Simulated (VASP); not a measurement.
A run of VASP 6.6.1 is set up as follows.

Contents of POSCAR:

```
Pt
1.0
    2.7836615927      0.0000000000      0.0000000000
   -1.3918307963      2.4107216548      0.0000000000
    0.0000000000      0.0000000000      6.8344885401
Pt
3
Direct
    0.0000000000      0.0000000000      0.0000000000
    0.3333333333      0.6666666667      0.3333333333
    0.6666666667      0.3333333333      0.6666666667
```

INCAR.step1

```
  ALGO = Normal
  EDIFF = 1E-4
  ENCUT = 520
  GGA = PE
  ISMEAR = 1
  LASPH = True
  LCHARG = False
  LREAL = False
  LWAVE = True
  NBANDS = 22
  NELM = 80
  PREC = Accurate
  SIGMA = 0.1
```

Contents of INCAR.step2:

```
  ALGO = Normal
  EDIFF = 1E-7
  ENCUT = 520
  ISIF = 2
  ISMEAR = 1
  ISTART = 1
  LASPH = True
  LCHARG = False
  LMIXTAU = True
  LREAL = False
  LWAVE = False
  METAGGA = R2SCAN
  NBANDS = 22
  NELM = 80
  PREC = Accurate
  SIGMA = 0.1
```

The input KPOINTS:

```
k-points
0
Gamma
  18 18 8
```

Potentials or basis: VASP PAW PBE potentials, release 64 (Pt).

Launch:

```console
$ cat potpaw_PBE.64/Pt/POTCAR > POTCAR
$ cp INCAR.step1 INCAR
$ mpirun -np 1 vasp_std > vasp.out
$ cp INCAR.step2 INCAR
$ mpirun -np 1 vasp_std > vasp.out
```

**Question.** Predict the pressure.

**Answer.** 0.7 GPa.

**Question.** What does it give for the band gap on the k mesh?

**Answer.** Zero (bands 15 and 16 overlap by 1.96 eV).

Caveat: the PAW data sets were made with another functional, which shifts forces and pressure a little; spin-orbit coupling is left out, which moves the levels of the heavy elements.
